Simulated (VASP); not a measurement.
## Si: G0W0 quasiparticle levels with r2SCAN

The system is Si.

```xyz
4
Lattice="3.8321 0.0000 0.0000 -1.9161 3.3187 0.0000 0.0000 0.0000 6.3412" Properties=species:S:1:pos:R:3 pbc="T T T"
Si    0.0000    2.2125    0.3999
Si    1.9161    1.1062    3.5705
Si    0.0000    2.2125    2.7707
Si    1.9161    1.1062    5.9414
```

This isn't the form of Si at room conditions, which is diamond.

```
Program                         : VASP 6.6.1
Task                            : G0W0 quasiparticle levels
Functional                      : r2SCAN
Potentials or basis             : VASP PAW PBE potentials, release 64 (Si_GW)
Cutoff                          : 500 eV
k mesh                          : 6 × 6 × 4
Occupations                     : gaussian, width 0.01 eV
Spin                            : no spin polarisation
Dipole correction               : no
GW scheme                       : G0W0
GW iterations                   : 1
Cutoff of the response function : 80
Frequency points                : 96
Empty bands                     : 131
Further INCAR settings          : ALGO = EVGW0; EDIFF = 1e-08; NBANDS = 139
```

The quasiparticle gap is 0.90 eV, the least direct quasiparticle gap is 1.69 eV and the band gap of the starting levels on the mesh is 0.62 eV. The least direct gap of the starting levels on the mesh is 1.36 eV.

Wall time 15 min on 1 thread of Intel(R) Xeon(R) 6975P-C (Granite Rapids), with other jobs on the host, peak memory 2.1 GiB.

Caveat: bands, screening cutoff and mesh are small and nothing is extrapolated, so the quasiparticle values aren't converged.
